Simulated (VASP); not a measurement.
# TaRe (Cmmm) in VASP: relaxation of volume and atoms at fixed shape with LDA

Aim: the relaxation of volume and atoms at fixed shape of TaRe with LDA.

All numbers are computed with VASP 6.6.1; they aren't measurements. Logs are shortened: lines on timing, memory, paths and dates and some standing lists are left out, and cuts for length are marked.

## 1. The cell of the first run

The structure is orthorhombic, space group Cmmm (No. 65). Conventional cell: a = 3.193 Å, b = 4.579 Å, c = 4.444 Å, α = 90.00°, β = 90.00°, γ = 90.00°. Ta (site symmetry mmm) has 8 Re at 2.74 to 3.19 Å and 6 Ta at 2.79 to 3.19 Å within 3.6 Å. Re (site symmetry mmm) has 8 Ta at 2.74 to 3.19 Å and 6 Re at 2.79 to 3.19 Å within 3.6 Å.

## 2. Relaxation of volume and atoms at fixed shape, LDA

INCAR

```
PREC     = Accurate       # precision mode
ENCUT    = 560            # plane-wave cutoff, eV
EDIFF    = 1E-7           # SCF threshold, eV
ISMEAR   = 0              # smearing method
SIGMA    = 0.05           # smearing width, eV
LREAL    = F              # projectors in reciprocal space
LASPH    = T              # aspherical terms in the spheres
NELM     = 120            # most SCF steps
ALGO     = Normal         # electronic algorithm
ISIF     = 8              # what is computed and relaxed
LWAVE    = F              # write WAVECAR
LCHARG   = F              # write CHGCAR
IBRION   = 2              # ionic algorithm
NSW      = 60             # ionic steps
EDIFFG   = -0.01          # ionic threshold
GGA_COMPAT= F            
NELMIN   = 4
```

KPOINTS

```
Automatic mesh
0
Gamma
  8 8 5
```

POSCAR

```
TaRe
1.0
    1.5963300000     -2.2893200000      0.0000000000
    1.5963300000      2.2893200000      0.0000000000
    0.0000000000      0.0000000000      4.4440900000
Ta Re
1 1
Direct
    0.5000000000      0.5000000000      0.5000000000
    0.0000000000      0.0000000000      0.0000000000
```

Potentials or basis: VASP PAW LDA potentials, release 64 (Ta_sv_GW, Re_sv_GW).

Command:

```sh
$ cat potpaw_LDA.64/Ta_sv_GW/POTCAR potpaw_LDA.64/Re_sv_GW/POTCAR > POTCAR
$ mpirun -np 1 vasp_std > vasp.out
```

OUTCAR:

```text
PREC = Accurate
   ENCUT = 560
   EDIFF = 1E-7
   ISMEAR = 0
   LREAL = F
   LASPH = T
   NELM = 120
   ISIF = 8
   IBRION = 2
   NSW = 60
   EDIFFG = -0.01
   NELMIN = 4

 ion  position               nearest neighbor table
   1  0.500  0.500  0.500-   2 2.74   2 2.74   2 2.74   2 2.74   2 3.19   2 3.19   2 3.19   2 3.19

   2  0.000  0.000  0.000-   1 2.74   1 2.74   1 2.74   1 2.74   1 3.19   1 3.19   1 3.19   1 3.19

  LATTYP: Found a base centered orthorhombic cell.
 ALAT       =     3.1926600000
 B/A-ratio  =     1.4341145001
 C/A-ratio  =     1.3919709584

  Lattice vectors:

 A1 = (   1.5963300000,  -2.2893200000,   0.0000000000)
 A2 = (   1.5963300000,   2.2893200000,   0.0000000000)
 A3 = (   0.0000000000,   0.0000000000,   4.4440900000)

Analysis of symmetry for initial positions (statically):
=====================================================================
 Subroutine PRICEL returns:
 Original cell was already a primitive cell.

 Routine SETGRP: Setting up the symmetry group for a
 base centered orthorhombic supercell.

 Subroutine GETGRP returns: Found  8 space group operations
 (whereof  8 operations were pure point group operations)
 out of a pool of  8 trial point group operations.

The static configuration has the point symmetry D_2h.

Analysis of symmetry for dynamics (positions and initial velocities):
=====================================================================
 Subroutine PRICEL returns:
 Original cell was already a primitive cell.

 Routine SETGRP: Setting up the symmetry group for a
 base centered orthorhombic supercell.

 Subroutine GETGRP returns: Found  8 space group operations
 (whereof  8 operations were pure point group operations)
 out of a pool of  8 trial point group operations.

The dynamic configuration has the point symmetry D_2h.

 Subroutine INISYM returns: Found  8 space group operations
 (whereof  8 operations are pure point group operations),
 and found     1 'primitive' translations

----------------------------------------------------------------------------------------

                                     Primitive cell

  volume of cell :      32.4819

  direct lattice vectors                    reciprocal lattice vectors
     1.596330000 -2.289320000  0.000000000     0.313218445 -0.218405465  0.000000000
     1.596330000  2.289320000  0.000000000     0.313218445  0.218405465  0.000000000
     0.000000000  0.000000000  4.444090000     0.000000000  0.000000000  0.225017945
[... 89 lines left out ...]
   NFREE  =      1    steps in history (QN), initial steepest desc. (CG)
   ISIF   =      8    stress and relaxation
   ISYM   =      2    0-nonsym 1-usesym 2-fastsym
   POTIM  = 0.5000    time-step for ionic-motion
   TEBEG  =    0.0;   TEEND  =   0.0 temperature during run
   PSTRESS=    0.0 pullay stress
   NELECT =      28.0000    total number of electrons
   NUPDOWN=      -1.0000    fix difference up-down
   EMIN   =  10.00;   EMAX   =-10.00  energy-range for DOS
   EFERMI =   0.00;   METHOD = LEGACY
   ISMEAR =     0;   SIGMA  =   0.05  broadening in eV -4-tet -1-fermi 0-gaus
   EFERMI_NEDOS =   21; number of points for ismear=-14 and -15
   IALGO  =     38    algorithm
   IMIX   =      4    mixing-type and parameters
     AMIX     =   0.40;   BMIX     =  1.00
     AMIX_MAG =   1.60;   BMIX_MAG =  1.00
  volume/ion in A,a.u.               =      16.24       109.60
  Fermi-wavevector in a.u.,A,eV,Ry     =   1.558046  2.944279 33.028226  2.427506
  Thomas-Fermi vector in A             =   2.661607
   LORBIT       =      0    0 simple, 1 ext, 2 COOP (PROOUT), +10 PAW based schemes
   GGA     = CA    functional components
   LHFCALC =     F    Hartree Fock is set to
   AEXX    =    0.0000 exact exchange contribution
   IVDW    =     0    specifies the selected vdW correction
   LEPSILON=     F    determine dielectric tensor
   LRPA    =     F    only Hartree local field effects (RPA)
 conjugate gradient relaxation of ions
 non-spin polarized calculation
 Gauss-broadening in eV      SIGMA  =   0.05
  energy-cutoff  :      560.00
  volume of cell :       32.48
 maximum number of plane-waves:       989
 NGX is ok and might be reduce to    24
   NGX = 11   NGY = 11   NGZ = 17

--------------------------------------- Ionic step        1  -------------------------------------------

 number of electron      28.0000002 magnetization

 Free energy of the ion-electron system (eV)
  ---------------------------------------------------
  ext. energy  EPLUGINS =         0.00000000
  ---------------------------------------------------
  free energy    TOTEN  =       -31.04398865 eV

  energy without entropy =      -31.04328381  energy(sigma->0) =      -31.04363623

------------------------ aborting loop because EDIFF is reached ----------------------------------------

  FORCE on cell =-STRESS in cart. coord.  units (eV):
  Direction    XX          YY          ZZ          XY          YZ          ZX
  --------------------------------------------------------------------------------------
  -------------------------------------------------------------------------------------
  Total       -2.4882616     -1.9974941     -2.2091836     -0.0000000      0.0000000      0.0000000
  in kB     -122.7339193    -98.5267311   -108.9683518     -0.0000000      0.0000000      0.0000000
  external PRESSURE =    -110.0763341 kB  Pullay stress =       0.0000000 kB
[... 203 lines left out ...]
--------------------------------------- Ionic step        7  -------------------------------------------

 number of electron      27.9999998 magnetization

 Free energy of the ion-electron system (eV)
  ---------------------------------------------------
  ext. energy  EPLUGINS =         0.00000000
  ---------------------------------------------------
  free energy    TOTEN  =       -31.08675874 eV

  energy without entropy =      -31.08533334  energy(sigma->0) =      -31.08604604

 E-fermi :  12.5386     XC(G=0): -14.0723

 val. band max:       12.5173478513   @ k =   0.3750  -0.0000   0.4000
 cond. band min:      12.5442313720   @ k =   0.0000   0.0000   0.4000
 fundamental gap:      0.0268835206
 Fermi energy:        12.5385878200

 k-point     1 :       0.0000    0.0000    0.0000
  band No.  band energies     occupation
      1     -67.3349      2.00000
      2     -54.6696      2.00000
      3     -29.4331      2.00000
      4     -29.1848      2.00000
      5     -28.9861      2.00000
      6     -21.4846      2.00000
[... 481 lines left out ...]
      5     -29.0810      2.00000
      6     -21.4791      2.00000
[... 10 lines left out ...]
     17      14.7022      0.00000
     18      16.0566      0.00000

 [... further k-points ...]
[... 5 lines left out ...]
  --------------------------------------------------------------------------------------
  -------------------------------------------------------------------------------------
  Total       -0.2835011      0.1337482      0.1484376      0.0000000      0.0000000      0.0000000
  in kB      -14.5247231      6.8523765      7.6049639      0.0000000      0.0000000      0.0000000
  external PRESSURE =      -0.0224609 kB  Pullay stress =       0.0000000 kB
[... 17 lines left out ...]
  FREE ENERGIE OF THE ION-ELECTRON SYSTEM (eV)
  ---------------------------------------------------
  free  energy   TOTEN  =       -31.0867587443 eV

  energy  without entropy=      -31.0853333407  energy(sigma->0) =      -31.08604604

 reached required accuracy - stopping structural energy minimisation
```

CONTCAR:

```text
TaRe
   1.00000000000000
     1.5762598215221915   -2.2605370660246833    0.0000000000000000
     1.5762598215221915    2.2605370660246833    0.0000000000000000
     0.0000000000000000    0.0000000000000000    4.3882157888585418
  Ta              Re
     1     1
Direct
     0.5000000000000000    0.5000000000000000    0.5000000000000000
     0.0000000000000000    0.0000000000000000    0.0000000000000000

  0.00000000E+00  0.00000000E+00  0.00000000E+00
  0.00000000E+00  0.00000000E+00  0.00000000E+00
```

Run time: 4.6 min. Hardware: 1 thread of Intel Xeon Platinum 8259CL at 2.50GHz (Skylake/Cascade Lake), shared host; peak memory 0.19 GiB.

Results:

```yaml
Free_energy: -31.0868 eV
Relaxed_volume: 15.64 Å³/atom
Relaxed_cell: a = 2.756 Å, b = 2.756 Å, c = 4.388 Å, α = 90.00°, β = 90.00°, γ = 110.22°
Space_group_after_relaxing_to_0.1_Å: Cmmm (No. 65)
Energy_gained_by_relaxing: 21.4 meV/atom
Ionic_steps: 7
Pressure_after_relaxing: 0.0 GPa
Band_gap_on_the_k_mesh: zero (bands 14 and 15 overlap by 3.23 eV)
```

Step by step:
```csv
step,energy change (eV),largest force (eV/Å),pressure (GPa),volume (Å³)
1,0.0000,0.0000,-11.01,32.48
2,0.5023,0.0000,51.99,27.51
3,-0.0427,0.0000,-0.56,31.33
4,-0.0428,0.0000,-0.11,31.28
5,-0.0428,0.0000,0.13,31.26
6,-0.0427,0.0000,-0.33,31.31
7,-0.0428,0.0000,0.00,31.27
```

Final structure:
```cif
data_structure
_symmetry_space_group_name_H-M 'P 1'
_symmetry_Int_Tables_number 1
_cell_length_a 2.7558
_cell_length_b 2.7558
_cell_length_c 4.3882
_cell_angle_alpha 90.000
_cell_angle_beta 90.000
_cell_angle_gamma 110.224
_cell_volume 31.27
loop_
_atom_site_label
_atom_site_type_symbol
_atom_site_fract_x
_atom_site_fract_y
_atom_site_fract_z
_atom_site_occupancy
Ta1 Ta 0.50000 0.50000 0.50000 1
Re1 Re 0.00000 0.00000 0.00000 1
```

Levels at points of the mesh, in eV from the Fermi level:
```
           k point  band 10  band 11  band 12  band 13  band 14  band 15  band 16  band 17  band 18
(0.00, 0.00, 0.00)    -6.18    -3.74    -1.59    -1.29    -0.53     1.23     1.23     1.39     3.51
(0.50, 0.00, 0.00)    -4.19    -3.49    -2.50    -2.35    -1.69     0.55     1.71     3.17     4.90
(0.50, 0.50, 0.00)    -5.85    -5.73    -3.69     0.80     2.38     3.58     3.70     5.32     5.92
```

Caveat: spin-orbit coupling is left out, which moves the levels of the heavy elements.

The gap in the log of VASP goes by the Fermi energy; the results here count the filled bands.